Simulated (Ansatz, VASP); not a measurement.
One calculation of MnAs, two programs

The input INCAR:

```
SYSTEM = MnAs
ALGO     = Normal         ! electronic algorithm
EDIFF    = 1E-6           ! SCF threshold, eV
ENCUT    = 520            ! plane-wave cutoff, eV
GGA      = PE             ! functional
ISIF     = 2              ! what is computed and relaxed
ISMEAR   = 0              ! smearing method
ISPIN    = 2              ! spin polarisation
LASPH    = .TRUE.         ! aspherical terms in the spheres
LCHARG   = .TRUE.         ! write CHGCAR
LELF     = .TRUE.         ! ELF
LMAXMIX  = 4              ! l up to which the mixer works
LORBIT   = 11             ! projections on sites
LREAL    = .FALSE.        ! projectors in reciprocal space
LVHAR    = .TRUE.       
LWAVE    = .FALSE.        ! write WAVECAR
MAGMOM   = 3.14 3.14 0 0  ! initial moments
NBANDS   = 30             ! bands
NELM     = 150            ! most SCF steps
PREC     = Accurate       ! precision mode
SIGMA    = 0.05           ! smearing width, eV
```

Contents of KPOINTS:

```
k-points
0
G
  12 12 8
  0 0 0
```

Contents of POSCAR:

```
MnAs
1.0
    3.6552634965      0.0000000000      0.0000000000
   -1.8276317482      3.1655510455      0.0000000000
    0.0000000000      0.0000000000      5.5036086009
Mn As
2 2
Direct
    0.0000000000      0.0000000000      0.0000000000
    0.0000000000      0.0000000000      0.5000000000
    0.3333333333      0.6666666667      0.2500000000
    0.6666666667      0.3333333333      0.7500000000
```

Input for Ansatz:

```yaml
crystal:
  lattice:
    - [3.6552634965, 0.0, 0.0]
    - [-1.8276317482, 3.1655510455, 0.0]
    - [0.0, 0.0, 5.5036086009]
  atoms:
    - { symbol: Mn, position: [0.0, 0.0, 0.0], spin: 3.14 }
    - { symbol: Mn, position: [0.0, 0.0, 0.5], spin: 3.14 }
    - { symbol: As, position: [0.3333333333, 0.6666666667, 0.25] }
    - { symbol: As, position: [0.6666666667, 0.3333333333, 0.75] }
basis:
  ecutwfc: 420
  ecutrho_ratio: 4
kpoints:
  mp_grid: { grid: [12, 12, 8] }
  band_path:
    path:
      - [[0.0, 0.0, 0.0], [0.5, 0.0, 0.0], [0.33333333, 0.33333333, 0.0], [0.0, 0.0, 0.0], [0.0, 0.0, 0.5], [0.5, 0.0, 0.5], [0.33333333, 0.33333333, 0.5], [0.0, 0.0, 0.5]]
      - [[0.5, 0.0, 0.5], [0.5, 0.0, 0.0]]
      - [[0.33333333, 0.33333333, 0.5], [0.33333333, 0.33333333, 0.0]]
    npoints: 14
hamiltonian:
  xc: pbe
scf:
  occupations: { method: gaussian, width: 0.05 }
  lower_state_search: "off"
  n_extra_bands: 22
output:
  forces: true
  stress: true
  eigenvalues: true
  populations: true
  dos: { projected: true, de: 0.02, nscf_kmesh: { grid: [18, 18, 12] } }
  bader: true
magnetization:
  spin_polarized: true
checkpoint:
  read: start.run
  write: ck
  compress: false
  write_wavefunctions: false
  write_every: 100000
```

Alike in both runs: task single point; functional PBE; k mesh 12 × 12 × 8; occupations gaussian, width 0.05 eV; collinear spin.

|  | VASP | Ansatz |
| --- | --- | --- |
| version | VASP 6.6.1 | Ansatz 0.2.0 |
| potentials or method | VASP PAW PBE potentials, release 64 (Mn_pv, As), cutoff 520 eV | scalar-relativistic, plane waves, PAW |
| valence electrons in the cell | 36 | 60 |

```csv
,VASP,Ansatz,Ansatz less VASP
gap on the k mesh at the Fermi level (eV),none,none,-
pressure (GPa),0.2,0.0,-0.18
net moment per atom (μB),1.42,1.42,+0.001
size of the moment on the site where the two differ most (μB),2.91,2.85,-0.060
```

Site moments also hang on the region over which each program counts them. A gap of «none» marks a metal or a gap that the smearing closes. VASP's potentials hold 36 valence electrons a cell and Ansatz's 60, so a difference there can come from the potentials and not from the codes. Ansatz's warnings: stability check not made.
